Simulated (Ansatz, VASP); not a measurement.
## NaMgBr3 in VASP and in Ansatz

POSCAR

```
NaMgBr3
1.0
    5.4268671630      0.0000000000      0.0000000000
    0.0000000000      5.4268671630      0.0000000000
    0.0000000000      0.0000000000      5.4268671630
Na Mg Br
1 1 3
Direct
    0.0000000000      0.0000000000      0.0000000000
    0.5000000000      0.5000000000      0.5000000000
    0.5000000000      0.5000000000      0.0000000000
    0.5000000000      0.0000000000      0.5000000000
    0.0000000000      0.5000000000      0.5000000000
```

Contents of INCAR.step1:

```
SYSTEM = NaMgBr3
  PREC = Accurate
  ENCUT = 520
  ISMEAR = 0
  SIGMA = 0.01
  LREAL = .FALSE.
  LASPH = .TRUE.
  NELM = 60
  NBANDS = 23
  GGA = PE
  ALGO = Normal
  EDIFF = 1E-4
  LWAVE = .TRUE.
  LCHARG = .FALSE.
```

INCAR.step2

```
SYSTEM = NaMgBr3
  PREC = Accurate
  ENCUT = 520
  EDIFF = 1E-7
  ISMEAR = 0
  SIGMA = 0.01
  LREAL = .FALSE.
  LASPH = .TRUE.
  NELM = 60
  ALGO = Normal
  ISIF = 2
  LWAVE = .FALSE.
  LCHARG = .TRUE.
  METAGGA = R2SCAN
  LMIXTAU = .TRUE.
  LELF = .TRUE.
  LVHAR = .TRUE.
  NBANDS = 23
  ISTART = 1
```

KPOINTS

```
regular mesh
0
G
  6 6 6
  0 0 0
```

Input for Ansatz:

```yaml
crystal:
  lattice:
    - [5.426867163, 0.0, 0.0]
    - [0.0, 5.426867163, 0.0]
    - [0.0, 0.0, 5.426867163]
  atoms:
    - { symbol: Na, position: [0.0, 0.0, 0.0] }
    - { symbol: Mg, position: [0.5, 0.5, 0.5] }
    - { symbol: Br, position: [0.5, 0.5, 0.0] }
    - { symbol: Br, position: [0.5, 0.0, 0.5] }
    - { symbol: Br, position: [0.0, 0.5, 0.5] }
kpoints:
  mp_grid: { grid: [6, 6, 6] }
  band_path:
    path: [[0.0, 0.0, 0.0], [0.0, 0.5, 0.0], [0.5, 0.5, 0.0], [0.5, 0.5, 0.5]]
    npoints: 1
hamiltonian:
  xc: r2scan
scf:
  occupations: { method: fixed }
  n_extra_bands: 5
output:
  forces: true
  stress: true
  eigenvalues: true
```

Change from the starting cell: hydrostatic strain +3.0%.

Alike in both runs: task single point; functional r2SCAN; k mesh 6 × 6 × 6; no spin polarisation.

|  | VASP | Ansatz |
| --- | --- | --- |
| version | VASP 6.6.1 | Ansatz 0.2.0 |
| potentials or method | VASP PAW PBE potentials, release 64 (Na_pv, Mg, Br) | plane waves, PAW |
| plane-wave cutoff (eV) | 520 | 500 |
| occupations | gaussian, width 0.01 eV | fixed |
| valence electrons in the cell | 30 | 40 |

|  | VASP | Ansatz | Ansatz less VASP |
| --- | --- | --- | --- |
| gap on the k mesh at the Fermi level (eV) | 3.30 | 3.34 | +0.040 |
| pressure (GPa) | -2.2 | -2.1 | +0.11 |

VASP's potentials were made for PBE, not for r2SCAN. VASP's potentials hold 30 valence electrons a cell and Ansatz's 40, so a difference there can come from the potentials and not from the codes.
